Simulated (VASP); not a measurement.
# SiC (Moissanite 3C) (F-43m) in VASP: notebook

SiC (Moissanite 3C) is run at these levels: PBEsol, RPBE; tasks: single point.

Program: VASP 6.6.1. These are calculated values, not measurements. Logs are shortened: lines on timing, memory, paths and dates and some standing lists are left out, and cuts for length are marked.

**Experimental background.**

“Insight into the structural, elastic and electronic properties of a new orthorhombic 6O-SiC polytype”, 2020, pmc:7200658 quotes, for a bulk crystal of SiC: band gap 2.4 eV (indirect).

The results are compared with them further down.

## 1. The cell of the first run

It takes space group F-43m (No. 216, cubic). Conventional cell: a = 4.358 Å, b = 4.358 Å, c = 4.358 Å, α = 90.00°, β = 90.00°, γ = 90.00°. Si (site symmetry -43m) has 4 C at 1.89 Å within 2.5 Å. C (site symmetry -43m) has 4 Si at 1.89 Å within 2.5 Å.

## 2. Single point, PBEsol

Contents of INCAR:

```
SYSTEM = SiC
ALGO = Normal
EDIFF = 1E-6
ENCUT = 600
GGA = PS
GGA_COMPAT = .False.
ISIF = 2
ISMEAR = -1
LASPH = .True.
LCHARG = .False.
LREAL = .False.
LWAVE = .False.
NBANDS = 11
NELM = 120
PREC = Accurate
SIGMA = 0.05
```

Contents of KPOINTS:

```
k-points
0
Gamma
  8 8 8
  0 0 0
```

Contents of POSCAR:

```
SiC
1.0
    0.0000000000      2.1790000000      2.1790000000
    2.1790000000      0.0000000000      2.1790000000
    2.1790000000      2.1790000000      0.0000000000
Si C
1 1
Direct
    0.0000000000      0.0000000000      0.0000000000
    0.7500000000      0.7500000000      0.7500000000
```

Potentials or basis: VASP PAW PBE potentials, release 64 (Si, C).

Started as:

```
> cat potpaw_PBE.64/Si/POTCAR potpaw_PBE.64/C/POTCAR > POTCAR
> mpirun -np 1 vasp_std > vasp.out
```

OUTCAR:

```text
SYSTEM = SiC
   EDIFF = 1E-6
   ENCUT = 600
   GGA = PS
   ISIF = 2
   ISMEAR = -1
   LASPH = .True.
   LREAL = .False.
   NELM = 120
   PREC = Accurate

 ion  position               nearest neighbor table
   1  0.000  0.000  0.000-   2 1.89   2 1.89   2 1.89   2 1.89
   2  0.750  0.750  0.750-   1 1.89   1 1.89   1 1.89   1 1.89

  LATTYP: Found a face centered cubic cell.
 ALAT       =     4.3580000000

  Lattice vectors:

 A1 = (   0.0000000000,   2.1790000000,   2.1790000000)
 A2 = (   2.1790000000,   0.0000000000,   2.1790000000)
 A3 = (   2.1790000000,   2.1790000000,   0.0000000000)

Analysis of symmetry for initial positions (statically):
=====================================================================
 Subroutine PRICEL returns:
 Original cell was already a primitive cell.

 Routine SETGRP: Setting up the symmetry group for a
 face centered cubic supercell.

 Subroutine GETGRP returns: Found 24 space group operations
 (whereof 24 operations were pure point group operations)
 out of a pool of 48 trial point group operations.

The static configuration has the point symmetry T_d .

Analysis of symmetry for dynamics (positions and initial velocities):
=====================================================================
 Subroutine PRICEL returns:
 Original cell was already a primitive cell.

 Routine SETGRP: Setting up the symmetry group for a
 face centered cubic supercell.

 Subroutine GETGRP returns: Found 24 space group operations
 (whereof 24 operations were pure point group operations)
 out of a pool of 48 trial point group operations.

The dynamic configuration has the point symmetry T_d .

 Subroutine INISYM returns: Found 24 space group operations
 (whereof 24 operations are pure point group operations),
 and found     1 'primitive' translations

----------------------------------------------------------------------------------------

                                     Primitive cell

  volume of cell :      20.6920

  direct lattice vectors                    reciprocal lattice vectors
     0.000000000  2.179000000  2.179000000    -0.229463056  0.229463056  0.229463056
     2.179000000  0.000000000  2.179000000     0.229463056 -0.229463056  0.229463056
     2.179000000  2.179000000  0.000000000     0.229463056  0.229463056 -0.229463056

  length of vectors
     3.081571352  3.081571352  3.081571352     0.397441672  0.397441672  0.397441672

  position of ions in fractional coordinates (direct lattice)
     0.000000000  0.000000000  0.000000000
     0.750000000  0.750000000  0.750000000

  ion indices of the primitive-cell ions
   primitive index   ion index
                 1           1
                 2           2

----------------------------------------------------------------------------------------

 KPOINTS: k-points

Automatic generation of k-mesh.
 Grid dimensions read from file:
 generate k-points for:    8    8    8

 Generating k-lattice:

  Cartesian coordinates                     Fractional coordinates (reciprocal lattice)
    -0.028682882  0.028682882  0.028682882     0.125000000  0.000000000  0.000000000
     0.028682882 -0.028682882  0.028682882     0.000000000  0.125000000  0.000000000
     0.028682882  0.028682882 -0.028682882     0.000000000  0.000000000  0.125000000

  Length of vectors
     0.049680209  0.049680209  0.049680209

  Shift w.r.t. Gamma in fractional coordinates (k-lattice)
     0.000000000  0.000000000  0.000000000

 Subroutine IBZKPT returns following result:
 ===========================================

 Found     29 irreducible k-points:

 Following reciprocal coordinates:
            Coordinates               Weight
  0.000000  0.000000  0.000000      1.000000
  0.125000  0.000000  0.000000      8.000000
  0.250000  0.000000  0.000000      8.000000
  0.375000  0.000000  0.000000      8.000000
  0.500000  0.000000  0.000000      4.000000
  0.125000  0.125000  0.000000      6.000000
[... 16 lines left out ...]
  0.500000  0.250000  0.125000     48.000000
 -0.375000  0.250000  0.125000     24.000000
 [... further k-points ...]
   k-points           NKPTS =     29   k-points in BZ     NKDIM =     29   number of bands    NBANDS=     11
   number of dos      NEDOS =    301   number of ions     NIONS =      2
   total plane-waves  NPLWV =  21952
   dimension x,y,z NGX =    28 NGY =   28 NGZ =   28
   dimension x,y,z NGXF=    56 NGYF=   56 NGZF=   56
   ions per type =               1   1
   NGX,Y,Z   is equivalent  to a cutoff of  15.11, 15.11, 15.11 a.u.
   NGXF,Y,Z  is equivalent  to a cutoff of  30.21, 30.21, 30.21 a.u.
 SYSTEM =  SiC
   PREC   = accura    normal or accurate (medium, high low for compatibility)
   ISTART =      0    job   : 0-new  1-cont  2-samecut
   ICHARG =      2    charge: 1-file 2-atom 10-const
   ISPIN  =      1    spin polarized calculation?
   LNONCOLLINEAR =      F non collinear calculations
   LSORBIT =      F    spin-orbit coupling
   LASPH  =      T    aspherical Exc in radial PAW
   ENCUT  =  600.0 eV  44.10 Ry    6.64 a.u.   6.15  6.15  6.15*2*pi/ulx,y,z
   NELM   =    120;   NELMIN=  2; NELMDL= -5     # of ELM steps
   EDIFF  = 0.1E-05   stopping-criterion for ELM
   LREAL  =      F    real-space projection
   EDIFFG = 0.1E-04   stopping-criterion for IOM
   NSW    =      0    number of steps for IOM
   IBRION =     -1    ionic relax: 0-MD 1-quasi-New 2-CG
   NFREE  =      0    steps in history (QN), initial steepest desc. (CG)
   ISIF   =      2    stress and relaxation
   ISYM   =      2    0-nonsym 1-usesym 2-fastsym
   POTIM  = 0.5000    time-step for ionic-motion
   TEBEG  =    0.0;   TEEND  =   0.0 temperature during run
   PSTRESS=    0.0 pullay stress
   NELECT =       8.0000    total number of electrons
   NUPDOWN=      -1.0000    fix difference up-down
   EMIN   =  10.00;   EMAX   =-10.00  energy-range for DOS
   EFERMI =   0.00;   METHOD = LEGACY
   ISMEAR =    -1;   SIGMA  =   0.05  broadening in eV -4-tet -1-fermi 0-gaus
   EFERMI_NEDOS =   21; number of points for ismear=-14 and -15
   IALGO  =     38    algorithm
   IMIX   =      4    mixing-type and parameters
     AMIX     =   0.40;   BMIX     =  1.00
     AMIX_MAG =   1.60;   BMIX_MAG =  1.00
  volume/ion in A,a.u.               =      10.35        69.82
  Fermi-wavevector in a.u.,A,eV,Ry     =   1.192626  2.253736 19.352338  1.422357
  Thomas-Fermi vector in A             =   2.328660
   LORBIT       =      0    0 simple, 1 ext, 2 COOP (PROOUT), +10 PAW based schemes
   GGA     = PS    functional components
   LHFCALC =     F    Hartree Fock is set to
   AEXX    =    0.0000 exact exchange contribution
   IVDW    =     0    specifies the selected vdW correction
   LEPSILON=     F    determine dielectric tensor
   LRPA    =     F    only Hartree local field effects (RPA)
 non-spin polarized calculation
  energy-cutoff  :      600.00
  volume of cell :       20.69
 maximum number of plane-waves:       701
 NGX is ok and might be reduce to    28
   NGX = 13   NGY = 13   NGZ = 13

 number of electron       8.0000000 magnetization

 Free energy of the ion-electron system (eV)
  ---------------------------------------------------
  ext. energy  EPLUGINS =         0.00000000
  ---------------------------------------------------
  free energy    TOTEN  =       -15.91495941 eV

  energy without entropy =      -15.91495933  energy(sigma->0) =      -15.91495937

 E-fermi :   8.6796     XC(G=0): -11.5046

 val. band max:        8.0569700711   @ k =   0.0000   0.0000   0.0000
 cond. band min:       9.2902291343   @ k =   0.5000   0.5000   0.0000
 fundamental gap:      1.2332590631
 Fermi energy:         8.6796207217

 k-point     1 :       0.0000    0.0000    0.0000
  band No.  band energies     occupation
      1      -7.3676      2.00000
      2       8.0570      1.99999
      3       8.0570      1.99999
      4       8.0570      1.99999
      5      14.2435      0.00000
      6      15.2992      0.00000
      7      15.2992      0.00000
      8      15.2992      0.00000
      9      22.5131      0.00000
     10      22.5131      0.00000
     11      24.3190      0.00000

 k-point     2 :       0.1250    0.0000    0.0000
  band No.  band energies     occupation
      1      -7.0616      2.00000
      2       6.5638      2.00000
      3       7.8545      2.00000
      4       7.8545      2.00000
      5      14.4691      0.00000
      6      15.6519      0.00000
      7      15.6519      0.00000
      8      15.8326      0.00000
      9      21.2598      0.00000
     10      21.2598      0.00000
     11      23.9035      0.00000

 k-point     3 :       0.2500    0.0000    0.0000
  band No.  band energies     occupation
      1      -6.1661      2.00000
      2       3.7415      2.00000
      3       7.4474      2.00000
      4       7.4474      2.00000
      5      13.9814      0.00000
      6      15.8943      0.00000
      7      15.8943      0.00000
      8      17.3322      0.00000
      9      21.0860      0.00000
     10      21.0860      0.00000
     11      22.9934      0.00000

 k-point     4 :       0.3750    0.0000    0.0000
  band No.  band energies     occupation
      1      -4.8001      2.00000
      2       0.9859      2.00000
      3       7.1196      2.00000
      4       7.1196      2.00000
      5      13.5709      0.00000
      6      15.4542      0.00000
      7      15.4542      0.00000
      8      17.9580      0.00000
      9      23.0821      0.00000
     10      23.0821      0.00000
     11      23.4039      0.00000
[... 239 lines left out ...]
 k-point    22 :       0.3750    0.2500    0.1250
  band No.  band energies     occupation
      1      -5.3875      2.00000
      2       3.5622      2.00000
      3       5.1684      2.00000
      4       6.7735      2.00000
      5      13.3279      0.00000
      6      15.6018      0.00000
      7      16.4468      0.00000
      8      18.0580      0.00000
      9      20.2128      0.00000
     10      23.9574      0.00000
     11      27.3540      0.00000

 k-point    23 :       0.5000    0.2500    0.1250
  band No.  band energies     occupation
      1      -4.0739      2.00000
      2       1.5145      2.00000
      3       4.4300      2.00000
      4       6.1151      2.00000
      5      13.2627      0.00000
      6      15.5674      0.00000
      7      17.1804      0.00000
      8      18.4316      0.00000
      9      21.3507      0.00000
     10      24.4483      0.00000
     11      27.2472      0.00000

 k-point    24 :      -0.3750    0.2500    0.1250
  band No.  band energies     occupation
      1      -3.1094      2.00000
      2       0.1756      2.00000
      3       4.3216      2.00000
      4       5.7736      2.00000
      5      13.2041      0.00000
      6      15.2490      0.00000
      7      18.1384      0.00000
      8      18.9781      0.00000
      9      21.3782      0.00000
     10      24.1814      0.00000
     11      27.2228      0.00000

 [... further k-points ...]
[... 5 lines left out ...]
  --------------------------------------------------------------------------------------
  -------------------------------------------------------------------------------------
  Total        0.0063945      0.0063945      0.0063945      0.0000000      0.0000000      0.0000000
  in kB        0.4951222      0.4951222      0.4951222      0.0000000      0.0000000      0.0000000
  external PRESSURE =       0.4951222 kB  Pullay stress =       0.0000000 kB

 VOLUME and BASIS-vectors are now :
 -----------------------------------------------------------------------------
  energy-cutoff  :      600.00
  volume of cell :       20.69
      direct lattice vectors                 reciprocal lattice vectors
     0.000000000  2.179000000  2.179000000    -0.229463056  0.229463056  0.229463056
     2.179000000  0.000000000  2.179000000     0.229463056 -0.229463056  0.229463056
     2.179000000  2.179000000  0.000000000     0.229463056  0.229463056 -0.229463056

 POSITION                                       TOTAL-FORCE (eV/Angst)
 -----------------------------------------------------------------------------------
      0.00000      0.00000      0.00000         0.000000     -0.000000     -0.000000
      3.26850      3.26850      3.26850        -0.000000      0.000000      0.000000
 -----------------------------------------------------------------------------------
    total drift:                                0.000000      0.000000      0.000000

  FREE ENERGIE OF THE ION-ELECTRON SYSTEM (eV)
  ---------------------------------------------------
  free  energy   TOTEN  =       -15.9149594144 eV

  energy  without entropy=      -15.9149593347  energy(sigma->0) =      -15.91495937
```

Wall time 13 s (1 thread of Intel Xeon Platinum 8259CL at 2.50GHz (Skylake/Cascade Lake), shared host); peak memory 0.15 GiB.

What came out:

* Free energy: -15.9150 eV
* Pressure: 0.0 GPa
* Band gap on the k mesh: 1.23 eV, indirect (least direct gap 4.44 eV)

Caveat: the PAW data sets were made with another functional, which shifts forces and pressure a little.

[end of part 1 of 2]
